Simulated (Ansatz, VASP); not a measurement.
## One calculation of Rb, two programs

The input INCAR:

```
ALGO = Normal ; EDIFF = 1E-8
ENCUT = 520 ; GGA = PE
ISIF = 2 ; ISMEAR = -1
LASPH = T ; LCHARG = F
LEFG = T ; LREAL = F
LWAVE = F ; NBANDS = 16
NELM = 100 ; PREC = Accurate
SIGMA = 0.03
```

KPOINTS

```
k-points
0
Gamma
  11 11 6
```

Contents of POSCAR:

```
Rb
1.0
    5.1007145024      0.0000000000      0.0000000000
   -2.5503572512      4.4173483365      0.0000000000
    0.0000000000      0.0000000000      8.4465023350
Rb
2
Direct
    0.3333333333      0.6666666667      0.2500000000
    0.6666666667      0.3333333333      0.7500000000
```

Input for Ansatz:

```yaml
crystal:
  lattice:
    - [5.1007145024, 0.0, 0.0]
    - [-2.5503572512, 4.4173483365, 0.0]
    - [0.0, 0.0, 8.446502335]
  atoms:
    - { symbol: Rb, position: [0.3333333333, 0.6666666667, 0.25] }
    - { symbol: Rb, position: [0.6666666667, 0.3333333333, 0.75] }
kpoints:
  mp_grid: { grid: [11, 11, 6] }
scf:
  occupations: { method: fermi_dirac, width: 0.03 }
hamiltonian:
  xc: pbe
  pseudopotentials: { kind: all_electron, datasets: crystal }
output:
  forces: true
  stress: true
  eigenvalues: true
  efg: { contact_densities: true }
```

Change from the starting cell: volume scaled by 1.04, crystal datasets.

Alike in both runs: task electric field gradients; functional PBE; k mesh 11 × 11 × 6; occupations fermi-dirac, width 0.03 eV; no spin polarisation.

|  | VASP | Ansatz |
| --- | --- | --- |
| version | VASP 6.6.1 | Ansatz 0.2.0 |
| potentials or method | VASP PAW PBE potentials, release 64 (Rb_sv), cutoff 520 eV | all-electron PAW with datasets made for the crystal, scalar-relativistic |

|  | VASP | Ansatz | Ansatz less VASP |
| --- | --- | --- | --- |
| pressure (GPa) | -0.1 | -0.1 | 0.00 |
| size of Vzz on the site where it differs most (V/Å²) | 1.3 | 1.4 | +0.09 |

Ansatz ran all-electron here, and VASP with PAW potentials.
